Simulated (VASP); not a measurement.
# AgCl (R-3m) in VASP: further runs

The runs below take AgCl through single point, with PBEsol.

All numbers are computed with VASP 6.6.1; they aren't measurements. Logs are shortened: lines on timing, memory, paths and dates and some standing lists are left out, and cuts for length are marked.

**1. The cell of the first run**

It takes space group R-3m (No. 166, trigonal). The conventional cell has a = 4.753 Å, b = 4.753 Å, c = 5.668 Å, α = 90.00°, β = 90.00°, γ = 120.00°. Ag (site symmetry -3m) has 8 Cl at 2.83 to 2.90 Å and 6 Ag at 3.33 Å within 3.7 Å. Cl (site symmetry -3m) has 8 Ag at 2.83 to 2.90 Å and 6 Cl at 3.33 Å within 3.7 Å.

**2. Single point, PBEsol**

Input file INCAR:

```
ALGO = Normal
EDIFF = 1E-6
ENCUT = 520
GGA = PS
ISIF = 2
ISMEAR = 0
LASPH = T
LCHARG = F
LREAL = F
LWAVE = F
NBANDS = 16
NELM = 60
PREC = Accurate
SIGMA = 0.05
```

Input file KPOINTS:

```
k-points
0
Gamma
  12 12 12
```

Input file POSCAR:

```
AgCl
1.0
    3.3314233606     -0.0295768014     -0.0295768014
   -0.0295768014      3.3314233606     -0.0295768014
   -0.0295768014     -0.0295768014      3.3314233606
Ag Cl
1 1
Direct
    0.0000000000      0.0000000000      0.0000000000
    0.5000000000      0.5000000000      0.5000000000
```

Potentials or basis: VASP PAW PBE potentials, release 64 (Ag, Cl).

Started as:

```sh
$ cat potpaw_PBE.64/Ag/POTCAR potpaw_PBE.64/Cl/POTCAR > POTCAR
$ mpirun -np 1 vasp_std > vasp.out
```

OUTCAR:

```text
EDIFF = 1E-6
   ENCUT = 520
   GGA = PS
   ISIF = 2
   ISMEAR = 0
   LASPH = T
   LREAL = F
   NELM = 60
   PREC = Accurate

 ion  position               nearest neighbor table
   1  0.000  0.000  0.000-   2 2.83   2 2.83   2 2.90   2 2.90   2 2.90   2 2.90   2 2.90   2 2.90

   2  0.500  0.500  0.500-   1 2.83   1 2.83   1 2.90   1 2.90   1 2.90   1 2.90   1 2.90   1 2.90

  LATTYP: Found a trigonal (rhomboedric) cell.
 ALAT       =     3.3316859369
 COS(alpha) =    -0.0176746476

  Lattice vectors:

 A1 = (   3.3314233606,  -0.0295768014,  -0.0295768014)
 A2 = (  -0.0295768014,   3.3314233606,  -0.0295768014)
 A3 = (  -0.0295768014,  -0.0295768014,   3.3314233606)

Analysis of symmetry for initial positions (statically):
=====================================================================
 Subroutine PRICEL returns:
 Original cell was already a primitive cell.

 Routine SETGRP: Setting up the symmetry group for a
 trigonal (rhombohedral) supercell.

 Subroutine GETGRP returns: Found 12 space group operations
 (whereof 12 operations were pure point group operations)
 out of a pool of 12 trial point group operations.

The static configuration has the point symmetry D_3d.

Analysis of symmetry for dynamics (positions and initial velocities):
=====================================================================
 Subroutine PRICEL returns:
 Original cell was already a primitive cell.

 Routine SETGRP: Setting up the symmetry group for a
 trigonal (rhombohedral) supercell.

 Subroutine GETGRP returns: Found 12 space group operations
 (whereof 12 operations were pure point group operations)
 out of a pool of 12 trial point group operations.

The dynamic configuration has the point symmetry D_3d.

 Subroutine INISYM returns: Found 12 space group operations
 (whereof 12 operations are pure point group operations),
 and found     1 'primitive' translations

----------------------------------------------------------------------------------------

                                     Primitive cell

  volume of cell :      36.9646

  direct lattice vectors                    reciprocal lattice vectors
     3.331423361 -0.029576801 -0.029576801     0.300219747  0.002689265  0.002689265
    -0.029576801  3.331423361 -0.029576801     0.002689265  0.300219747  0.002689265
    -0.029576801 -0.029576801  3.331423361     0.002689265  0.002689265  0.300219747

  length of vectors
     3.331685937  3.331685937  3.331685937     0.300243836  0.300243836  0.300243836

  position of ions in fractional coordinates (direct lattice)
     0.000000000  0.000000000  0.000000000
     0.500000000  0.500000000  0.500000000

  ion indices of the primitive-cell ions
   primitive index   ion index
                 1           1
                 2           2

----------------------------------------------------------------------------------------

 KPOINTS: k-points

Automatic generation of k-mesh.
 Grid dimensions read from file:
 generate k-points for:   12   12   12

 Generating k-lattice:

  Cartesian coordinates                     Fractional coordinates (reciprocal lattice)
     0.025018312  0.000224105  0.000224105     0.083333333 -0.000000000  0.000000000
     0.000224105  0.025018312  0.000224105    -0.000000000  0.083333333  0.000000000
     0.000224105  0.000224105  0.025018312     0.000000000  0.000000000  0.083333333

  Length of vectors
     0.025020320  0.025020320  0.025020320

  Shift w.r.t. Gamma in fractional coordinates (k-lattice)
     0.000000000  0.000000000  0.000000000

 Subroutine IBZKPT returns following result:
 ===========================================

 Found    189 irreducible k-points:

 Following reciprocal coordinates:
            Coordinates               Weight
  0.000000  0.000000  0.000000      1.000000
  0.083333  0.000000  0.000000      6.000000
  0.166667  0.000000  0.000000      6.000000
  0.250000  0.000000  0.000000      6.000000
  0.333333  0.000000  0.000000      6.000000
  0.416667 -0.000000  0.000000      6.000000
[... 16 lines left out ...]
  0.500000  0.166667  0.000000     12.000000
 -0.416667  0.166667 -0.000000     12.000000
 [... further k-points ...]
   k-points           NKPTS =    189   k-points in BZ     NKDIM =    189   number of bands    NBANDS=     16
   number of dos      NEDOS =    301   number of ions     NIONS =      2
   total plane-waves  NPLWV =  21952
   dimension x,y,z NGX =    28 NGY =   28 NGZ =   28
   dimension x,y,z NGXF=    56 NGYF=   56 NGZF=   56
   ions per type =               1   1
   NGX,Y,Z   is equivalent  to a cutoff of  13.97, 13.97, 13.97 a.u.
   NGXF,Y,Z  is equivalent  to a cutoff of  27.94, 27.94, 27.94 a.u.
 SYSTEM =  unknown system
   PREC   = accura    normal or accurate (medium, high low for compatibility)
   ISTART =      0    job   : 0-new  1-cont  2-samecut
   ICHARG =      2    charge: 1-file 2-atom 10-const
   ISPIN  =      1    spin polarized calculation?
   LNONCOLLINEAR =      F non collinear calculations
   LSORBIT =      F    spin-orbit coupling
   LASPH  =      T    aspherical Exc in radial PAW
   ENCUT  =  520.0 eV  38.22 Ry    6.18 a.u.   6.19  6.19  6.19*2*pi/ulx,y,z
   NELM   =     60;   NELMIN=  2; NELMDL= -5     # of ELM steps
   EDIFF  = 0.1E-05   stopping-criterion for ELM
   LREAL  =      F    real-space projection
   EDIFFG = 0.1E-04   stopping-criterion for IOM
   NSW    =      0    number of steps for IOM
   IBRION =     -1    ionic relax: 0-MD 1-quasi-New 2-CG
   NFREE  =      0    steps in history (QN), initial steepest desc. (CG)
   ISIF   =      2    stress and relaxation
   ISYM   =      2    0-nonsym 1-usesym 2-fastsym
   POTIM  = 0.5000    time-step for ionic-motion
   TEBEG  =    0.0;   TEEND  =   0.0 temperature during run
   PSTRESS=    0.0 pullay stress
   NELECT =      18.0000    total number of electrons
   NUPDOWN=      -1.0000    fix difference up-down
   EMIN   =  10.00;   EMAX   =-10.00  energy-range for DOS
   EFERMI =   0.00;   METHOD = LEGACY
   ISMEAR =     0;   SIGMA  =   0.05  broadening in eV -4-tet -1-fermi 0-gaus
   EFERMI_NEDOS =   21; number of points for ismear=-14 and -15
   IALGO  =     38    algorithm
   IMIX   =      4    mixing-type and parameters
     AMIX     =   0.40;   BMIX     =  1.00
     AMIX_MAG =   1.60;   BMIX_MAG =  1.00
  volume/ion in A,a.u.               =      18.48       124.72
  Fermi-wavevector in a.u.,A,eV,Ry     =   1.287964  2.433898 22.570030  1.658850
  Thomas-Fermi vector in A             =   2.419946
   LORBIT       =      0    0 simple, 1 ext, 2 COOP (PROOUT), +10 PAW based schemes
   GGA     = PS    functional components
   LHFCALC =     F    Hartree Fock is set to
   AEXX    =    0.0000 exact exchange contribution
   IVDW    =     0    specifies the selected vdW correction
   LEPSILON=     F    determine dielectric tensor
   LRPA    =     F    only Hartree local field effects (RPA)
 non-spin polarized calculation
 Gauss-broadening in eV      SIGMA  =   0.05
  energy-cutoff  :      520.00
  volume of cell :       36.96
 maximum number of plane-waves:      1007
 NGX is ok and might be reduce to    28
   NGX = 13   NGY = 13   NGZ = 13

 number of electron      17.9999999 magnetization

 Free energy of the ion-electron system (eV)
  ---------------------------------------------------
  ext. energy  EPLUGINS =         0.00000000
  ---------------------------------------------------
  free energy    TOTEN  =        -5.82234589 eV

  energy without entropy =       -5.82234589  energy(sigma->0) =       -5.82234589

 E-fermi :   5.2451     XC(G=0): -11.1068

 val. band max:        5.0503863116   @ k =   0.5000   0.0000   0.0000
 cond. band min:       5.4386966539   @ k =   0.0000   0.0000   0.0000
 fundamental gap:      0.3883103423
 Fermi energy:         5.2450633006

 k-point     1 :       0.0000    0.0000    0.0000
  band No.  band energies     occupation
      1     -10.1978      2.00000
      2       1.8031      2.00000
      3       1.8031      2.00000
      4       2.9340      2.00000
      5       2.9732      2.00000
      6       2.9732      2.00000
[... 8 lines left out ...]
     15      19.4802      0.00000
     16      21.5689      0.00000

 k-point     2 :       0.0833    0.0000    0.0000
  band No.  band energies     occupation
      1     -10.1617      2.00000
      2       1.7106      2.00000
      3       1.8154      2.00000
      4       2.6122      2.00000
      5       2.6994      2.00000
      6       2.8585      2.00000
[... 8 lines left out ...]
     15      19.0345      0.00000
     16      21.5357      0.00000

 k-point     3 :       0.1667    0.0000    0.0000
  band No.  band energies     occupation
      1     -10.0600      2.00000
      2       1.2143      2.00000
      3       1.8486      2.00000
      4       2.2653      2.00000
      5       2.3821      2.00000
      6       2.6716      2.00000
[... 8 lines left out ...]
     15      18.5796      0.00000
     16      21.4306      0.00000

 k-point     4 :       0.2500    0.0000    0.0000
  band No.  band energies     occupation
      1      -9.9134      2.00000
      2       0.4440      2.00000
      3       1.8908      2.00000
      4       1.9779      2.00000
      5       2.1207      2.00000
      6       2.8317      2.00000
[... 8 lines left out ...]
     15      18.9520      0.00000
     16      21.2898      0.00000

 k-point     5 :       0.3333    0.0000    0.0000
  band No.  band energies     occupation
      1      -9.7567      2.00000
      2      -0.2525      2.00000
      3       1.7631      2.00000
      4       1.8787      2.00000
      5       1.9811      2.00000
      6       3.0044      2.00000
[... 8 lines left out ...]
     15      20.2443      0.00000
     16      21.1520      0.00000

 k-point     6 :       0.4167   -0.0000    0.0000
  band No.  band energies     occupation
      1      -9.6344      2.00000
      2      -0.7221      2.00000
      3       1.6306      2.00000
      4       1.7752      2.00000
      5       1.9968      2.00000
      6       3.0191      2.00000
[... 8 lines left out ...]
     15      21.0527      0.00000
     16      21.2278      0.00000

 k-point     7 :       0.5000    0.0000    0.0000
  band No.  band energies     occupation
      1      -9.5878      2.00000
      2      -0.8877      2.00000
      3       1.5857      2.00000
      4       1.7352      2.00000
      5       2.0081      2.00000
      6       3.0237      2.00000
[... 8 lines left out ...]
     15      21.0168      0.00000
     16      21.0863      0.00000

 k-point     8 :       0.0833    0.0833    0.0000
  band No.  band energies     occupation
      1     -10.1249      2.00000
      2       1.7142      2.00000
      3       1.7242      2.00000
      4       2.2910      2.00000
      5       2.5411      2.00000
      6       2.9471      2.00000
[... 8 lines left out ...]
     15      19.0994      0.00000
     16      21.0907      0.00000

 k-point     9 :       0.1667    0.0833    0.0000
  band No.  band energies     occupation
      1     -10.0241      2.00000
      2       1.2039      2.00000
      3       1.7390      2.00000
      4       2.1280      2.00000
      5       2.3187      2.00000
      6       2.9055      2.00000
[... 8 lines left out ...]
     15      18.9860      0.00000
     16      20.8477      0.00000
[... 172 lines left out ...]
 k-point    19 :       0.1667    0.1667    0.0000
  band No.  band energies     occupation
      1      -9.9281      2.00000
      2       1.0498      2.00000
      3       1.4868      2.00000
      4       2.0853      2.00000
      5       2.2444      2.00000
      6       2.8795      2.00000
[... 8 lines left out ...]
     15      19.2858      0.00000
     16      20.2765      0.00000

 k-point    20 :       0.2500    0.1667    0.0000
  band No.  band energies     occupation
      1      -9.7921      2.00000
      2       0.5114      2.00000
      3       1.4554      2.00000
      4       2.0195      2.00000
      5       2.2096      2.00000
      6       2.8615      2.00000
[... 8 lines left out ...]
     15      19.5384      0.00000
     16      20.0583      0.00000

 k-point    21 :       0.3333    0.1667    0.0000
  band No.  band energies     occupation
      1      -9.6490      2.00000
      2      -0.0590      2.00000
      3       1.4630      2.00000
      4       1.9216      2.00000
      5       2.1696      2.00000
      6       2.8773      2.00000
[... 8 lines left out ...]
     15      20.0573      0.00000
     16      20.4488      0.00000

 k-point    22 :       0.4167    0.1667    0.0000
  band No.  band energies     occupation
      1      -9.5396      2.00000
      2      -0.4581      2.00000
      3       1.4591      2.00000
      4       1.8552      2.00000
      5       2.1332      2.00000
      6       2.9008      2.00000
[... 8 lines left out ...]
     15      20.1505      0.00000
     16      21.7065      0.00000

 k-point    23 :       0.5000    0.1667    0.0000
  band No.  band energies     occupation
      1      -9.5003      2.00000
      2      -0.5921      2.00000
      3       1.4654      2.00000
      4       1.8403      2.00000
      5       2.1124      2.00000
      6       2.9120      2.00000
[... 8 lines left out ...]
     15      20.2103      0.00000
     16      22.0527      0.00000

 k-point    24 :      -0.4167    0.1667   -0.0000
  band No.  band energies     occupation
      1      -9.5454      2.00000
      2      -0.4311      2.00000
      3       1.4926      2.00000
      4       1.8845      2.00000
      5       2.1026      2.00000
      6       2.9021      2.00000
[... 8 lines left out ...]
     15      20.2012      0.00000
     16      21.7775      0.00000

 [... further k-points ...]
[... 5 lines left out ...]
  --------------------------------------------------------------------------------------
  -------------------------------------------------------------------------------------
  Total       -0.0213085     -0.0213085     -0.0213085     -0.0486451     -0.0486451     -0.0486451
  in kB       -0.9235869     -0.9235869     -0.9235869     -2.1084510     -2.1084510     -2.1084510
  external PRESSURE =      -0.9235869 kB  Pullay stress =       0.0000000 kB

 VOLUME and BASIS-vectors are now :
 -----------------------------------------------------------------------------
  energy-cutoff  :      520.00
  volume of cell :       36.96
      direct lattice vectors                 reciprocal lattice vectors
     3.331423361 -0.029576801 -0.029576801     0.300219747  0.002689265  0.002689265
    -0.029576801  3.331423361 -0.029576801     0.002689265  0.300219747  0.002689265
    -0.029576801 -0.029576801  3.331423361     0.002689265  0.002689265  0.300219747

 POSITION                                       TOTAL-FORCE (eV/Angst)
 -----------------------------------------------------------------------------------
      0.00000      0.00000      0.00000         0.000000      0.000000      0.000000
      1.63613      1.63613      1.63613        -0.000000     -0.000000      0.000000
 -----------------------------------------------------------------------------------
    total drift:                               -0.000000      0.000000      0.000000

  FREE ENERGIE OF THE ION-ELECTRON SYSTEM (eV)
  ---------------------------------------------------
  free  energy   TOTEN  =        -5.8223458860 eV

  energy  without entropy=       -5.8223458860  energy(sigma->0) =       -5.82234589
```

Wall time 2.8 min (1 thread of AMD EPYC, shared host); peak memory 0.21 GiB.

What came out:

| Item | Value |
| --- | --- |
| Free energy | -5.8223 eV |
| Pressure | -0.1 GPa |
| Band gap on the k mesh | 0.39 eV, indirect (least direct gap 2.24 eV) |

Caveat: the PAW data sets were made with another functional, which shifts forces and pressure a little. A k mesh can miss the band edges.

(Continued in part 2 of 2.)
